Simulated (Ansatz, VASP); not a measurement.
Two plane-wave programs on InP

```xyz
2
Lattice="0.0000 2.9499 2.9499 2.9499 0.0000 2.9499 2.9499 2.9499 0.0000" Properties=species:S:1:pos:R:3 pbc="T T T"
In    0.0000    0.0000    0.0000
P     4.4249    4.4249    4.4249
```

Alike in both runs: task single point; functional PBE; dispersion D4; k mesh 8 × 8 × 8; occupations fermi-dirac, width 0.05 eV; no spin polarisation.

```csv
,VASP,Ansatz
version,VASP 6.6.1,Ansatz 0.2.0
potentials or method,"VASP PAW PBE potentials, release 64 (In_d, P)",Ansatz PAW
plane-wave cutoff (eV),520,420
valence electrons in the cell,18,18
```

Ansatz gave:

```
gap on the k mesh at the Fermi level (eV) : 0.61
least direct gap on the mesh (eV)         : 0.61
pressure (GPa)                            : -0.3
```

Estimate VASP's values.

gap on the k mesh at the Fermi level (eV): 0.60; least direct gap on the mesh (eV): 0.60; pressure (GPa): -0.3.
